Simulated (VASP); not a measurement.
Cs2AgBiBr6: single point with PBEsol

Crystal: Cs2AgBiBr6.

```
Cs Ag Bi Br
1.0
     0.00000    5.59369    5.59369
     5.59369    0.00000    5.59369
     5.59369    5.59369    0.00000
Cs Ag Bi Br
2 1 1 6
Direct
  0.25000 0.25000 0.25000
  0.75000 0.75000 0.75000
  0.50000 0.50000 0.50000
  0.00000 0.00000 0.00000
  0.25391 0.74609 0.25391
  0.25391 0.74609 0.74609
  0.74609 0.25391 0.74609
  0.74609 0.25391 0.25391
  0.25391 0.25391 0.74609
  0.74609 0.74609 0.25391
```

```yaml
Program: VASP 6.6.1
Task: single point
Functional: PBEsol
Potentials_or_basis: VASP PAW PBE potentials, release 64 (Cs_sv, Ag, Bi_d, Br)
Cutoff: 520 eV
k_mesh: 4 × 4 × 4
Occupations: gaussian, width 0.02 eV
Spin: no spin polarisation
Dipole_correction: no
Further_INCAR_settings: ALGO = Normal; EDIFF = 1e-06; NBANDS = 54
```

```
Pressure               : 0.0 GPa
Largest force          : 0.006 eV/Å
Band gap on the k mesh : 1.10 eV (least direct gap 2.33 eV)
```

Forces in eV/Å, atoms in the order of the input:
```
Cs   0.000  0.000  0.000
Cs   0.000  0.000  0.000
Ag   0.000  0.000  0.000
Bi   0.000  0.000  0.000
Br   0.000  0.006  0.000
Br  -0.006  0.000  0.000
Br   0.000 -0.006  0.000
Br   0.006  0.000  0.000
Br   0.000  0.000  0.006
Br   0.000  0.000 -0.006
```

Levels at points of the mesh, in eV from the valence-band top:
| k point | band 39 | band 40 | band 41 | band 42 | band 43 | band 44 | band 45 | band 46 | band 47 | band 48 |
| --- | --- | --- | --- | --- | --- | --- | --- | --- | --- | --- |
| (0.00, 0.00, 0.00) | -1.25 | -1.25 | -1.25 | -0.63 | -0.63 | 2.06 | 2.06 | 2.06 | 3.45 | 4.35 |
| (0.50, 0.00, 0.00) | -1.58 | -1.58 | -1.54 | -1.26 | -1.26 | 1.10 | 3.53 | 3.53 | 4.80 | 4.91 |
| (0.50, 0.50, 0.00) | -1.63 | -1.63 | -1.27 | -0.64 | 0.00 | 2.58 | 2.58 | 2.96 | 4.47 | 5.12 |

Wall time 6.3 min on 1 thread of Oxide Virtual Turin-like Processor (shared host), peak memory 0.56 GiB.

Caveat: the PAW data sets were made with another functional, which shifts forces and pressure a little; spin-orbit coupling is left out, which moves the levels of the heavy elements. A k mesh can miss the band edges.
